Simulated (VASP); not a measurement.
Here is a VASP 6.6.1 calculation.

Contents of INCAR:

```
PREC = Accurate ; ENCUT = 520
EDIFF = 1E-6 ; ISMEAR = 0
SIGMA = 0.05 ; LREAL = Auto
LASPH = True ; NELM = 100
ALGO = Normal ; ISIF = 2
LWAVE = False ; LCHARG = False
GGA = PE ; NBANDS = 118
```

KPOINTS

```
regular mesh
0
Gamma
  3 3 3
```

The input POSCAR:

```
Nb16H
1.0
    6.6000000000      0.0000000000      0.0000000000
    0.0000000000      6.6000000000      0.0000000000
    0.0000000000      0.0000000000      6.6000000000
Nb H
16 1
Direct
    0.0012357576     -0.0010404545      0.0004509091
    0.5076521212     -0.0086774242      0.0004454545
   -0.0005900000      0.5007096970      0.0004521212
   -0.0011769697      0.0016866667      0.5004518182
    0.2440404545      0.2519189394      0.2605936364
    0.5012106061      0.4974524242      0.0004486364
    0.5002415152     -0.0002522727      0.5004468182
    0.7498409091      0.2491915152      0.2508725758
   -0.0029968182      0.5034719697      0.5004543939
    0.2521922727      0.7502466667      0.2503996970
    0.2440542424      0.2519136364      0.7403424242
    0.4983854545      0.5008015152      0.5004493939
    0.7528357576      0.7483160606      0.2497712121
    0.7498483333      0.2491877273      0.7500269697
    0.2522021212      0.7502433333      0.7505004545
    0.7528427273      0.7483128788      0.7510998485
    0.3412487879      0.2212063636      0.0004827273
```

Potentials or basis: VASP PAW PBE potentials, release 64 (Nb_sv, H).

Run with:

```console
$ cat potpaw_PBE.64/Nb_sv/POTCAR potpaw_PBE.64/H/POTCAR > POTCAR
$ mpirun -np 1 vasp_std > vasp.out
```

Task: Predict the band gap on the k mesh.

Result: Zero (an odd number of electrons rules out a gap without spin polarisation).

Task: What does it give for the pressure?

Result: 2.2 GPa.

Forces in eV/Å, atoms in the order of the input:
```
Nb  -0.037 -0.028  0.000
Nb  -0.022 -0.033  0.000
Nb  -0.028 -0.017  0.000
Nb  -0.006 -0.018  0.000
Nb  -0.052 -0.040  0.008
Nb  -0.013 -0.024  0.000
Nb  -0.014 -0.027  0.000
Nb  -0.020 -0.013  0.005
Nb  -0.015 -0.025  0.000
Nb  -0.013 -0.018  0.001
Nb  -0.052 -0.040 -0.008
Nb  -0.025 -0.039  0.000
Nb  -0.012 -0.008 -0.002
Nb  -0.020 -0.012 -0.005
Nb  -0.013 -0.017 -0.001
Nb  -0.012 -0.008  0.003
H    0.355  0.367 -0.001
```
